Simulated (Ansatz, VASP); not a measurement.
## One calculation of H9ClO4, two programs

```xyz
14
Lattice="5.7297 0.0000 0.0000 0.0000 5.7297 0.0000 0.0000 0.0000 5.7297" Properties=species:S:1:pos:R:3 pbc="T T T"
O     4.0982    1.4341    4.0072
O     0.6818    5.7039    0.4990
O     1.7582    2.2897    2.4602
O     2.4164    4.3576    4.4964
H     4.9285    1.2315    4.4736
H     3.5694    0.6185    4.0601
H     1.3464    5.2337   -0.0727
H     1.1815    6.1847    1.1916
H     1.1560    2.7145    1.8091
H     2.6682    2.4819    2.1537
H     3.1560    3.8616    4.8999
H     2.0633    3.7203    3.8321
H     5.4440    4.5720    0.9007
Cl    4.7715    3.3743    0.9251
```

Alike in both runs: functional PBE; k mesh 1 × 1 × 1; occupations fermi-dirac, width 0.05 eV; no spin polarisation.

Ansatz relaxed the structure, and its values are those at the end. VASP's run is a single point on that final structure, the one shown.

|  | VASP | Ansatz |
| --- | --- | --- |
| version | VASP 6.6.1 | Ansatz 0.2.0 |
| potentials or method | VASP PAW PBE potentials, release 64 (O_h, H_h, Cl), cutoff 1000 eV | scalar-relativistic, plane waves, PAW |
| valence electrons in the cell | 40 | 40 |

|  | VASP | Ansatz | Ansatz less VASP |
| --- | --- | --- | --- |
| rms of the force components (eV/Å) | 0.090 | 0.096 | +0.0060 |
